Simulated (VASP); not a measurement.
# TiO2 (P4_2/mnm) in VASP: a series of runs

The runs below take TiO2 through single point, with r2SCAN.

All numbers are computed with VASP 6.6.1; they aren't measurements. Logs are shortened: lines on timing, memory, paths and dates and some standing lists are left out, and cuts for length are marked.

### Step 1. The cell of the first run

Symmetry: P4_2/mnm, No. 136, tetragonal system. Conventional cell: a = 4.459 Å, b = 4.459 Å, c = 2.865 Å, α = 90.00°, β = 90.00°, γ = 90.00°. Within 2.5 Å of Ti (site symmetry mmm) lie 6 O at 1.90 Å. Within 2.5 Å of O (site symmetry m2m) lie 3 Ti at 1.90 Å and 1 O at 2.50 Å.

### Step 2. Single point, r2SCAN (strain -3.0%)

The input, POSCAR:

```
TiO2
1.0
    4.4589478892      0.0000000000      0.0000000000
    0.0000000000      4.4589478892      0.0000000000
    0.0000000000      0.0000000000      2.8648865286
Ti O
2 4
Direct
    0.0000000000      0.0000000000      0.0000000000
    0.5000000000      0.5000000000      0.5000000000
    0.3018375671      0.3018375671      0.0000000000
    0.1981624329      0.8018375671      0.5000000000
    0.8018375671      0.1981624329      0.5000000000
    0.6981624329      0.6981624329      0.0000000000
```

The input, INCAR.step1:

```
  PREC = Accurate
  ENCUT = 520
  ISMEAR = 0
  SIGMA = 0.01
  LREAL = F
  LASPH = T
  NELM = 100
  NBANDS = 33
  GGA = PE
  ALGO = Normal
  EDIFF = 1E-4
  LWAVE = T
  LCHARG = F
```

The input, INCAR.step2:

```
  PREC = Accurate
  ENCUT = 520
  EDIFF = 1E-7
  ISMEAR = 0
  SIGMA = 0.01
  LREAL = F
  LASPH = T
  NELM = 100
  ALGO = Normal
  ISIF = 2
  LWAVE = F
  LCHARG = T
  METAGGA = R2SCAN
  LMIXTAU = T
  LELF = T
  LVHAR = T
  NBANDS = 33
  ISTART = 1
```

The input, KPOINTS:

```
Automatic mesh
0
Gamma
  6 6 8
```

Potentials or basis: VASP PAW PBE potentials, release 64 (Ti_sv, O).

Launch:

```sh
cat potpaw_PBE.64/Ti_sv/POTCAR potpaw_PBE.64/O/POTCAR > POTCAR
cp INCAR.step1 INCAR
mpirun -np 1 vasp_std > vasp.out
cp INCAR.step2 INCAR
mpirun -np 1 vasp_std > vasp.out
```

OUTCAR:

```text
PREC = Accurate
   ENCUT = 520
   EDIFF = 1E-7
   ISMEAR = 0
   LREAL = F
   LASPH = T
   NELM = 100
   ISIF = 2
   METAGGA = R2SCAN
   ISTART = 1

 ion  position               nearest neighbor table
   1  0.000  0.000  0.000-   4 1.90   5 1.90   4 1.90   5 1.90   3 1.90   6 1.90
   2  0.500  0.500  0.500-   3 1.90   6 1.90   3 1.90   6 1.90   5 1.90   4 1.90
   3  0.302  0.302  0.000-   2 1.90   2 1.90   1 1.90
   4  0.198  0.802  0.500-   1 1.90   1 1.90   2 1.90
   5  0.802  0.198  0.500-   1 1.90   1 1.90   2 1.90
   6  0.698  0.698  0.000-   2 1.90   2 1.90   1 1.90

  LATTYP: Found a simple tetragonal cell.
 ALAT       =     4.4589478892
 C/A-ratio  =     0.6425028055

  Lattice vectors:

 A1 = (   4.4589478892,   0.0000000000,   0.0000000000)
 A2 = (   0.0000000000,   4.4589478892,   0.0000000000)
 A3 = (   0.0000000000,   0.0000000000,   2.8648865286)

Analysis of symmetry for initial positions (statically):
=====================================================================
 Subroutine PRICEL returns:
 Original cell was already a primitive cell.

 Routine SETGRP: Setting up the symmetry group for a
 simple tetragonal supercell.

 Subroutine GETGRP returns: Found 16 space group operations
 (whereof  8 operations were pure point group operations)
 out of a pool of 16 trial point group operations.

The static configuration has the point symmetry D_2h.
 The point group associated with its full space group is D_4h.

Analysis of symmetry for dynamics (positions and initial velocities):
=====================================================================
 Subroutine PRICEL returns:
 Original cell was already a primitive cell.

 Routine SETGRP: Setting up the symmetry group for a
 simple tetragonal supercell.

 Subroutine GETGRP returns: Found 16 space group operations
 (whereof  8 operations were pure point group operations)
 out of a pool of 16 trial point group operations.

The dynamic configuration has the point symmetry D_2h.
 The point group associated with its full space group is D_4h.

 Subroutine INISYM returns: Found 16 space group operations
 (whereof  8 operations are pure point group operations),
 and found     1 'primitive' translations

----------------------------------------------------------------------------------------

                                     Primitive cell

  volume of cell :      56.9603

  direct lattice vectors                    reciprocal lattice vectors
     4.458947889  0.000000000  0.000000000     0.224268151  0.000000000  0.000000000
     0.000000000  4.458947889  0.000000000     0.000000000  0.224268151  0.000000000
     0.000000000  0.000000000  2.864886529     0.000000000  0.000000000  0.349053964

  length of vectors
     4.458947889  4.458947889  2.864886529     0.224268151  0.224268151  0.349053964

  position of ions in fractional coordinates (direct lattice)
     0.000000000  0.000000000  0.000000000
     0.500000000  0.500000000  0.500000000
     0.301837567  0.301837567  0.000000000
     0.198162433  0.801837567  0.500000000
     0.801837567  0.198162433  0.500000000
     0.698162433  0.698162433  0.000000000

  ion indices of the primitive-cell ions
   primitive index   ion index
                 1           1
                 2           2
                 3           3
                 4           4
                 5           5
                 6           6

----------------------------------------------------------------------------------------

 KPOINTS: Automatic mesh

Automatic generation of k-mesh.
 Grid dimensions read from file:
 generate k-points for:    6    6    8

 Generating k-lattice:

  Cartesian coordinates                     Fractional coordinates (reciprocal lattice)
     0.037378025  0.000000000  0.000000000     0.166666667  0.000000000  0.000000000
     0.000000000  0.037378025  0.000000000     0.000000000  0.166666667  0.000000000
     0.000000000  0.000000000  0.043631746     0.000000000  0.000000000  0.125000000

  Length of vectors
     0.037378025  0.037378025  0.043631746

  Shift w.r.t. Gamma in fractional coordinates (k-lattice)
     0.000000000  0.000000000  0.000000000

 Subroutine IBZKPT returns following result:
 ===========================================

 Found     50 irreducible k-points:

 Following reciprocal coordinates:
            Coordinates               Weight
  0.000000  0.000000  0.000000      1.000000
  0.166667  0.000000  0.000000      4.000000
  0.333333  0.000000  0.000000      4.000000
  0.500000  0.000000  0.000000      2.000000
  0.166667  0.166667  0.000000      4.000000
  0.333333  0.166667  0.000000      8.000000
[... 16 lines left out ...]
  0.333333  0.000000  0.250000      8.000000
  0.500000  0.000000  0.250000      4.000000
 [... further k-points ...]
   k-points           NKPTS =     50   k-points in BZ     NKDIM =     50   number of bands    NBANDS=     33
   number of dos      NEDOS =    301   number of ions     NIONS =      6
   total plane-waves  NPLWV =  31104
   dimension x,y,z NGX =    36 NGY =   36 NGZ =   24
   dimension x,y,z NGXF=    72 NGYF=   72 NGZF=   48
   ions per type =               2   4
   NGX,Y,Z   is equivalent  to a cutoff of  13.42, 13.42, 13.93 a.u.
   NGXF,Y,Z  is equivalent  to a cutoff of  26.84, 26.84, 27.85 a.u.
 SYSTEM =  unknown system
   PREC   = accura    normal or accurate (medium, high low for compatibility)
   ISTART =      1    job   : 0-new  1-cont  2-samecut
   ICHARG =      0    charge: 1-file 2-atom 10-const
   ISPIN  =      1    spin polarized calculation?
   LNONCOLLINEAR =      F non collinear calculations
   LSORBIT =      F    spin-orbit coupling
   LASPH  =      T    aspherical Exc in radial PAW
   ENCUT  =  520.0 eV  38.22 Ry    6.18 a.u.   8.29  8.29  5.33*2*pi/ulx,y,z
   NELM   =    100;   NELMIN=  2; NELMDL=  0     # of ELM steps
   EDIFF  = 0.1E-06   stopping-criterion for ELM
   LREAL  =      F    real-space projection
   EDIFFG = 0.1E-05   stopping-criterion for IOM
   NSW    =      0    number of steps for IOM
   IBRION =     -1    ionic relax: 0-MD 1-quasi-New 2-CG
   NFREE  =      0    steps in history (QN), initial steepest desc. (CG)
   ISIF   =      2    stress and relaxation
   ISYM   =      2    0-nonsym 1-usesym 2-fastsym
   POTIM  = 0.5000    time-step for ionic-motion
   TEBEG  =    0.0;   TEEND  =   0.0 temperature during run
   PSTRESS=    0.0 pullay stress
   NELECT =      48.0000    total number of electrons
   NUPDOWN=      -1.0000    fix difference up-down
   EMIN   =  10.00;   EMAX   =-10.00  energy-range for DOS
   EFERMI =   0.00;   METHOD = LEGACY
   ISMEAR =     0;   SIGMA  =   0.01  broadening in eV -4-tet -1-fermi 0-gaus
   EFERMI_NEDOS =   21; number of points for ismear=-14 and -15
   IALGO  =     38    algorithm
   IMIX   =      4    mixing-type and parameters
     AMIX     =   0.40;   BMIX     =  1.00
     AMIX_MAG =   1.60;   BMIX_MAG =  1.00
  volume/ion in A,a.u.               =       9.49        64.06
  Fermi-wavevector in a.u.,A,eV,Ry     =   1.546315  2.922111 32.532736  2.391089
  Thomas-Fermi vector in A             =   2.651568
   LORBIT       =      0    0 simple, 1 ext, 2 COOP (PROOUT), +10 PAW based schemes
   METAGGA = R2SCAN    functional components
   LHFCALC =     F    Hartree Fock is set to
   AEXX    =    0.0000 exact exchange contribution
   IVDW    =     0    specifies the selected vdW correction
   LEPSILON=     F    determine dielectric tensor
   LRPA    =     F    only Hartree local field effects (RPA)
 non-spin polarized calculation
 Gauss-broadening in eV      SIGMA  =   0.01
  energy-cutoff  :      520.00
  volume of cell :       56.96
 maximum number of plane-waves:      1556
 NGX is ok and might be reduce to    36
   NGX = 17   NGY = 17   NGZ = 11

 number of electron      48.0000002 magnetization

 Free energy of the ion-electron system (eV)
  ---------------------------------------------------
  ext. energy  EPLUGINS =         0.00000000
  ---------------------------------------------------
  free energy    TOTEN  =       -69.31626363 eV

  energy without entropy =      -69.31626363  energy(sigma->0) =      -69.31626363

 E-fermi :   5.6289     XC(G=0): -12.6972

 val. band max:        5.5777652490   @ k =   0.0000   0.0000   0.0000
 cond. band min:       7.9404667027   @ k =   0.0000   0.0000   0.0000
 fundamental gap:      2.3627014537
 Fermi energy:         5.6289483451

 k-point     1 :       0.0000    0.0000    0.0000
  band No.  band energies     occupation
      1     -53.2757      2.00000
      2     -53.2463      2.00000
      3     -28.6620      2.00000
      4     -28.6620      2.00000
      5     -28.4006      2.00000
      6     -28.4006      2.00000
[... 25 lines left out ...]
     32      13.2686      0.00000
     33      13.2686      0.00000

 k-point     2 :       0.1667    0.0000    0.0000
  band No.  band energies     occupation
      1     -53.2737      2.00000
      2     -53.2482      2.00000
      3     -28.6469      2.00000
      4     -28.6453      2.00000
      5     -28.4194      2.00000
      6     -28.4178      2.00000
[... 25 lines left out ...]
     32      13.1419      0.00000
     33      13.1688      0.00000

 k-point     3 :       0.3333    0.0000    0.0000
  band No.  band energies     occupation
      1     -53.2682      2.00000
      2     -53.2536      2.00000
      3     -28.6051      2.00000
      4     -28.6004      2.00000
      5     -28.4688      2.00000
      6     -28.4640      2.00000
[... 25 lines left out ...]
     32      12.8836      0.00000
     33      12.9367      0.00000

 k-point     4 :       0.5000    0.0000    0.0000
  band No.  band energies     occupation
      1     -53.2609      2.00000
      2     -53.2609      2.00000
      3     -28.5584      2.00000
      4     -28.5584      2.00000
      5     -28.5130      2.00000
      6     -28.5130      2.00000
[... 25 lines left out ...]
     32      12.7754      0.00000
     33      12.9173      0.00000

 k-point     5 :       0.1667    0.1667    0.0000
  band No.  band energies     occupation
      1     -53.2719      2.00000
      2     -53.2499      2.00000
      3     -28.6673      2.00000
      4     -28.5981      2.00000
      5     -28.4699      2.00000
      6     -28.3973      2.00000
[... 604 lines left out ...]
 k-point    22 :       0.1667    0.0000    0.2500
  band No.  band energies     occupation
      1     -53.2392      2.00000
      2     -53.2211      2.00000
      3     -28.6674      2.00000
      4     -28.6361      2.00000
      5     -28.5524      2.00000
      6     -28.5463      2.00000
[... 25 lines left out ...]
     32      12.3945      0.00000
     33      12.7083      0.00000

 k-point    23 :       0.3333    0.0000    0.2500
  band No.  band energies     occupation
      1     -53.2354      2.00000
      2     -53.2249      2.00000
      3     -28.6785      2.00000
      4     -28.6580      2.00000
      5     -28.5154      2.00000
      6     -28.5009      2.00000
[... 25 lines left out ...]
     32      11.9013      0.00000
     33      12.9315      0.00000

 k-point    24 :       0.5000    0.0000    0.2500
  band No.  band energies     occupation
      1     -53.2301      2.00000
      2     -53.2301      2.00000
      3     -28.6749      2.00000
      4     -28.6749      2.00000
      5     -28.4729      2.00000
      6     -28.4729      2.00000
[... 25 lines left out ...]
     32      11.7238      0.00000
     33      13.4557      0.00000

 [... further k-points ...]

------------------------ aborting loop because EDIFF is reached ----------------------------------------

  FORCE on cell =-STRESS in cart. coord.  units (eV):
  Direction    XX          YY          ZZ          XY          YZ          ZX
  --------------------------------------------------------------------------------------
  -------------------------------------------------------------------------------------
  Total        9.3780985      9.3780985     11.6541816     -0.0000000      0.0000000      0.0000000
  in kB      263.7868579    263.7868579    327.8084493     -0.0000000      0.0000000      0.0000000
  external PRESSURE =     285.1273883 kB  Pullay stress =       0.0000000 kB

 VOLUME and BASIS-vectors are now :
 -----------------------------------------------------------------------------
  energy-cutoff  :      520.00
  volume of cell :       56.96
      direct lattice vectors                 reciprocal lattice vectors
     4.458947889  0.000000000  0.000000000     0.224268151  0.000000000  0.000000000
     0.000000000  4.458947889  0.000000000     0.000000000  0.224268151  0.000000000
     0.000000000  0.000000000  2.864886529     0.000000000  0.000000000  0.349053964

 POSITION                                       TOTAL-FORCE (eV/Angst)
 -----------------------------------------------------------------------------------
      0.00000      0.00000      0.00000         0.000000      0.000000      0.000000
      2.22947      2.22947      1.43244         0.000000      0.000000      0.000000
      1.34588      1.34588      0.00000        -0.023675     -0.023675      0.000000
      0.88360      3.57535      1.43244         0.023675     -0.023675      0.000000
      3.57535      0.88360      1.43244        -0.023675      0.023675      0.000000
      3.11307      3.11307      0.00000         0.023675      0.023675      0.000000
 -----------------------------------------------------------------------------------
    total drift:                                0.000000      0.000000      0.000000

  FREE ENERGIE OF THE ION-ELECTRON SYSTEM (eV)
  ---------------------------------------------------
  free  energy   TOTEN  =       -69.3162636251 eV

  energy  without entropy=      -69.3162636251  energy(sigma->0) =      -69.31626363
```

Run time: 3.4 min. Hardware: 1 thread of Intel Xeon 6975P-C (Granite Rapids), shared host; peak memory 0.22 GiB.

What came out:

```yaml
Free_energy: -69.3163 eV
Pressure: 28.5 GPa
Largest_force: 0.033 eV/Å
Band_gap_on_the_k_mesh: 2.36 eV
```

Forces on the atoms (eV/Å):
```
Ti   0.000  0.000  0.000
Ti   0.000  0.000  0.000
O   -0.024 -0.024  0.000
O    0.024 -0.024  0.000
O   -0.024  0.024  0.000
O    0.024  0.024  0.000
```

Caveat: the cell differs from its parent crystal (strain -3.0%); the cell stands under pressure; the PAW data sets were made with another functional, which shifts forces and pressure a little. A k mesh can miss the band edges.

[end of part 1 of 3]
